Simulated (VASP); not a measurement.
# Li2S (Fm-3m) in VASP: single point with PBE

Aim: the single point of Li2S with PBE.

Program: VASP 6.6.1. These are calculated values, not measurements. Logs are shortened: lines on timing, memory, paths and dates and some standing lists are left out, and cuts for length are marked.

## Step 1: The cell of the first run

Symmetry: Fm-3m, No. 225, cubic system. The conventional cell has a = 5.705 Å, b = 5.705 Å, c = 5.705 Å, α = 90.00°, β = 90.00°, γ = 90.00°. Li (site symmetry -43m) has 4 S at 2.47 Å and 6 Li at 2.85 Å within 3.3 Å. S (site symmetry m-3m) has 8 Li at 2.47 Å within 3.3 Å.

## Step 2: Single point, PBE

Contents of INCAR:

```
SYSTEM = Li2S
  PREC = Accurate
  ENCUT = 750
  EDIFF = 1E-6
  ISMEAR = 0
  SIGMA = 0.02
  LREAL = .False.
  LASPH = .True.
  NELM = 120
  ALGO = Normal
  ISIF = 2
  LWAVE = .False.
  LCHARG = .False.
  GGA = PE
  NBANDS = 13
  GGA_COMPAT = .False.
```

Contents of KPOINTS:

```
regular mesh
0
Gamma
  8 8 8
  0 0 0
```

Contents of POSCAR:

```
Li2S
1.0
    0.0000000000      2.8526849448      2.8526849448
    2.8526849448      0.0000000000      2.8526849448
    2.8526849448      2.8526849448      0.0000000000
Li S
2 1
Direct
    0.7500000000      0.7500000000      0.7500000000
    0.2500000000      0.2500000000      0.2500000000
    0.0000000000      0.0000000000      0.0000000000
```

Potentials or basis: VASP PAW PBE potentials, release 64 (Li_sv, S).

Run with:

```
$ cat potpaw_PBE.64/Li_sv/POTCAR potpaw_PBE.64/S/POTCAR > POTCAR
$ mpirun -np 1 vasp_std > vasp.out
```

OUTCAR:

```text
SYSTEM = Li2S
   PREC = Accurate
   ENCUT = 750
   EDIFF = 1E-6
   ISMEAR = 0
   LREAL = .False.
   LASPH = .True.
   NELM = 120
   ISIF = 2
   GGA = PE

 ion  position               nearest neighbor table
   1  0.750  0.750  0.750-   3 2.47   3 2.47   3 2.47   3 2.47
   2  0.250  0.250  0.250-   3 2.47   3 2.47   3 2.47   3 2.47
   3  0.000  0.000  0.000-   1 2.47   1 2.47   1 2.47   1 2.47   2 2.47   2 2.47   2 2.47   2 2.47

  LATTYP: Found a face centered cubic cell.
 ALAT       =     5.7053698896

  Lattice vectors:

 A1 = (   0.0000000000,   2.8526849448,   2.8526849448)
 A2 = (   2.8526849448,   0.0000000000,   2.8526849448)
 A3 = (   2.8526849448,   2.8526849448,   0.0000000000)

Analysis of symmetry for initial positions (statically):
=====================================================================
 Subroutine PRICEL returns:
 Original cell was already a primitive cell.

 Routine SETGRP: Setting up the symmetry group for a
 face centered cubic supercell.

 Subroutine GETGRP returns: Found 48 space group operations
 (whereof 48 operations were pure point group operations)
 out of a pool of 48 trial point group operations.

The static configuration has the point symmetry O_h .

Analysis of symmetry for dynamics (positions and initial velocities):
=====================================================================
 Subroutine PRICEL returns:
 Original cell was already a primitive cell.

 Routine SETGRP: Setting up the symmetry group for a
 face centered cubic supercell.

 Subroutine GETGRP returns: Found 48 space group operations
 (whereof 48 operations were pure point group operations)
 out of a pool of 48 trial point group operations.

The dynamic configuration has the point symmetry O_h .

 Subroutine INISYM returns: Found 48 space group operations
 (whereof 48 operations are pure point group operations),
 and found     1 'primitive' translations

----------------------------------------------------------------------------------------

                                     Primitive cell

  volume of cell :      46.4292

  direct lattice vectors                    reciprocal lattice vectors
     0.000000000  2.852684945  2.852684945    -0.175273474  0.175273474  0.175273474
     2.852684945  0.000000000  2.852684945     0.175273474 -0.175273474  0.175273474
     2.852684945  2.852684945  0.000000000     0.175273474  0.175273474 -0.175273474

  length of vectors
     4.034305738  4.034305738  4.034305738     0.303582562  0.303582562  0.303582562

  position of ions in fractional coordinates (direct lattice)
     0.750000000  0.750000000  0.750000000
     0.250000000  0.250000000  0.250000000
     0.000000000  0.000000000  0.000000000

  ion indices of the primitive-cell ions
   primitive index   ion index
                 1           1
                 2           2
                 3           3

----------------------------------------------------------------------------------------

 KPOINTS: regular mesh

Automatic generation of k-mesh.
 Grid dimensions read from file:
 generate k-points for:    8    8    8

 Generating k-lattice:

  Cartesian coordinates                     Fractional coordinates (reciprocal lattice)
    -0.021909184  0.021909184  0.021909184     0.125000000  0.000000000  0.000000000
     0.021909184 -0.021909184  0.021909184     0.000000000  0.125000000  0.000000000
     0.021909184  0.021909184 -0.021909184     0.000000000  0.000000000  0.125000000

  Length of vectors
     0.037947820  0.037947820  0.037947820

  Shift w.r.t. Gamma in fractional coordinates (k-lattice)
     0.000000000  0.000000000  0.000000000

 Subroutine IBZKPT returns following result:
 ===========================================

 Found     29 irreducible k-points:

 Following reciprocal coordinates:
            Coordinates               Weight
  0.000000  0.000000  0.000000      1.000000
  0.125000  0.000000  0.000000      8.000000
  0.250000  0.000000  0.000000      8.000000
  0.375000  0.000000  0.000000      8.000000
  0.500000  0.000000  0.000000      4.000000
  0.125000  0.125000  0.000000      6.000000
[... 16 lines left out ...]
  0.500000  0.250000  0.125000     48.000000
 -0.375000  0.250000  0.125000     24.000000
 [... further k-points ...]
   k-points           NKPTS =     29   k-points in BZ     NKDIM =     29   number of bands    NBANDS=     13
   number of dos      NEDOS =    301   number of ions     NIONS =      3
   total plane-waves  NPLWV =  46656
   dimension x,y,z NGX =    36 NGY =   36 NGZ =   36
   dimension x,y,z NGXF=    72 NGYF=   72 NGZF=   72
   ions per type =               2   1
   NGX,Y,Z   is equivalent  to a cutoff of  14.83, 14.83, 14.83 a.u.
   NGXF,Y,Z  is equivalent  to a cutoff of  29.67, 29.67, 29.67 a.u.
 SYSTEM =  Li2S
   PREC   = accura    normal or accurate (medium, high low for compatibility)
   ISTART =      0    job   : 0-new  1-cont  2-samecut
   ICHARG =      2    charge: 1-file 2-atom 10-const
   ISPIN  =      1    spin polarized calculation?
   LNONCOLLINEAR =      F non collinear calculations
   LSORBIT =      F    spin-orbit coupling
   LASPH  =      T    aspherical Exc in radial PAW
   ENCUT  =  750.0 eV  55.12 Ry    7.42 a.u.   9.01  9.01  9.01*2*pi/ulx,y,z
   NELM   =    120;   NELMIN=  2; NELMDL= -5     # of ELM steps
   EDIFF  = 0.1E-05   stopping-criterion for ELM
   LREAL  =      F    real-space projection
   EDIFFG = 0.1E-04   stopping-criterion for IOM
   NSW    =      0    number of steps for IOM
   IBRION =     -1    ionic relax: 0-MD 1-quasi-New 2-CG
   NFREE  =      0    steps in history (QN), initial steepest desc. (CG)
   ISIF   =      2    stress and relaxation
   ISYM   =      2    0-nonsym 1-usesym 2-fastsym
   POTIM  = 0.5000    time-step for ionic-motion
   TEBEG  =    0.0;   TEEND  =   0.0 temperature during run
   PSTRESS=    0.0 pullay stress
   NELECT =      12.0000    total number of electrons
   NUPDOWN=      -1.0000    fix difference up-down
   EMIN   =  10.00;   EMAX   =-10.00  energy-range for DOS
   EFERMI =   0.00;   METHOD = LEGACY
   ISMEAR =     0;   SIGMA  =   0.02  broadening in eV -4-tet -1-fermi 0-gaus
   EFERMI_NEDOS =   21; number of points for ismear=-14 and -15
   IALGO  =     38    algorithm
   IMIX   =      4    mixing-type and parameters
     AMIX     =   0.40;   BMIX     =  1.00
     AMIX_MAG =   1.60;   BMIX_MAG =  1.00
  volume/ion in A,a.u.               =      15.48       104.44
  Fermi-wavevector in a.u.,A,eV,Ry     =   1.042809  1.970623 14.795664  1.087451
  Thomas-Fermi vector in A             =   2.177491
   LORBIT       =      0    0 simple, 1 ext, 2 COOP (PROOUT), +10 PAW based schemes
   GGA     = PE    functional components
   LHFCALC =     F    Hartree Fock is set to
   AEXX    =    0.0000 exact exchange contribution
   IVDW    =     0    specifies the selected vdW correction
   LEPSILON=     F    determine dielectric tensor
   LRPA    =     F    only Hartree local field effects (RPA)
 non-spin polarized calculation
 Gauss-broadening in eV      SIGMA  =   0.02
  energy-cutoff  :      750.00
  volume of cell :       46.43
 maximum number of plane-waves:      2200
   NGX = 17   NGY = 17   NGZ = 17

 number of electron      11.9999999 magnetization

 Free energy of the ion-electron system (eV)
  ---------------------------------------------------
  ext. energy  EPLUGINS =         0.00000000
  ---------------------------------------------------
  free energy    TOTEN  =       -11.99504193 eV

  energy without entropy =      -11.99504193  energy(sigma->0) =      -11.99504193

 E-fermi :   1.5950     XC(G=0):  -8.4931

 val. band max:        1.4389417109   @ k =   0.0000   0.0000   0.0000
 cond. band min:       4.8315765283   @ k =   0.5000   0.5000   0.0000
 fundamental gap:      3.3926348174
 Fermi energy:         1.5949902760

 k-point     1 :       0.0000    0.0000    0.0000
  band No.  band energies     occupation
      1     -42.7395      2.00000
      2     -42.6976      2.00000
      3      -9.5756      2.00000
      4       1.4389      2.00000
      5       1.4389      2.00000
      6       1.4389      2.00000
      7       5.6890      0.00000
      8       7.6675      0.00000
      9       7.6675      0.00000
     10       7.6675      0.00000
     11      12.6087      0.00000
     12      12.6087      0.00000
     13      13.8473      0.00000

 k-point     2 :       0.1250    0.0000    0.0000
  band No.  band energies     occupation
      1     -42.7378      2.00000
      2     -42.6990      2.00000
      3      -9.5193      2.00000
      4       0.8457      2.00000
      5       1.3517      2.00000
      6       1.3517      2.00000
      7       6.1204      0.00000
      8       7.9020      0.00000
      9       7.9020      0.00000
     10       8.0135      0.00000
     11      11.6472      0.00000
     12      11.6472      0.00000
     13      13.9890      0.00000

 k-point     3 :       0.2500    0.0000    0.0000
  band No.  band energies     occupation
      1     -42.7330      2.00000
      2     -42.7033      2.00000
      3      -9.3748      2.00000
      4      -0.2395      2.00000
      5       1.1627      2.00000
      6       1.1627      2.00000
      7       6.7916      0.00000
      8       8.2263      0.00000
      9       8.2263      0.00000
     10       8.8459      0.00000
     11      11.2785      0.00000
     12      11.2785      0.00000
     13      14.4151      0.00000
[... 305 lines left out ...]
 k-point    23 :       0.5000    0.2500    0.1250
  band No.  band energies     occupation
      1     -42.7241      2.00000
      2     -42.7113      2.00000
      3      -9.1357      2.00000
      4      -0.8948      2.00000
      5       0.2227      2.00000
      6       0.6864      2.00000
      7       7.1646      0.00000
      8       8.2015      0.00000
      9       9.4324      0.00000
     10       9.8478      0.00000
     11      11.4199      0.00000
     12      13.7912      0.00000
     13      15.2107      0.00000

 k-point    24 :      -0.3750    0.2500    0.1250
  band No.  band energies     occupation
      1     -42.7176      2.00000
      2     -42.7176      2.00000
      3      -9.0786      2.00000
      4      -1.1253      2.00000
      5       0.2017      2.00000
      6       0.5410      2.00000
      7       7.2980      0.00000
      8       8.0702      0.00000
      9       9.7802      0.00000
     10      10.4168      0.00000
     11      11.7631      0.00000
     12      13.0797      0.00000
     13      14.8045      0.00000

 [... further k-points ...]

------------------------ aborting loop because EDIFF is reached ----------------------------------------

  FORCE on cell =-STRESS in cart. coord.  units (eV):
  Direction    XX          YY          ZZ          XY          YZ          ZX
  --------------------------------------------------------------------------------------
  -------------------------------------------------------------------------------------
  Total       -0.0351996     -0.0351996     -0.0351996      0.0000000      0.0000000     -0.0000000
  in kB       -1.2146678     -1.2146678     -1.2146678      0.0000000      0.0000000     -0.0000000
  external PRESSURE =      -1.2146678 kB  Pullay stress =       0.0000000 kB

 VOLUME and BASIS-vectors are now :
 -----------------------------------------------------------------------------
  energy-cutoff  :      750.00
  volume of cell :       46.43
      direct lattice vectors                 reciprocal lattice vectors
     0.000000000  2.852684945  2.852684945    -0.175273474  0.175273474  0.175273474
     2.852684945  0.000000000  2.852684945     0.175273474 -0.175273474  0.175273474
     2.852684945  2.852684945  0.000000000     0.175273474  0.175273474 -0.175273474

 POSITION                                       TOTAL-FORCE (eV/Angst)
 -----------------------------------------------------------------------------------
      4.27903      4.27903      4.27903        -0.000000     -0.000000     -0.000000
      1.42634      1.42634      1.42634         0.000000      0.000000      0.000000
      0.00000      0.00000      0.00000         0.000000     -0.000000     -0.000000
 -----------------------------------------------------------------------------------
    total drift:                                0.000000      0.000000      0.000000

  FREE ENERGIE OF THE ION-ELECTRON SYSTEM (eV)
  ---------------------------------------------------
  free  energy   TOTEN  =       -11.9950419268 eV

  energy  without entropy=      -11.9950419268  energy(sigma->0) =      -11.99504193
```

Run time: 24 s. Hardware: 1 thread of Intel Xeon Platinum 8488C (Sapphire Rapids), shared host; peak memory 0.2 GiB.

Results:

- Free energy: -11.9950 eV
- Pressure: -0.1 GPa
- Band gap on the k mesh: 3.39 eV, indirect (least direct gap 4.25 eV)

Levels at points of the mesh, in eV from the valence-band top:
```
           k point  band 3  band 4  band 5  band 6  band 7  band 8  band 9  band 10
(0.00, 0.00, 0.00)  -11.01    0.00    0.00    0.00    4.25    6.23    6.23     6.23
(0.50, 0.00, 0.00)  -10.58   -2.86   -0.50   -0.50    6.09    6.57    6.57     8.40
(0.50, 0.50, 0.00)  -10.46   -2.16   -1.41   -1.41    3.39    7.07   11.06    11.06
```

A k mesh can miss the band edges.
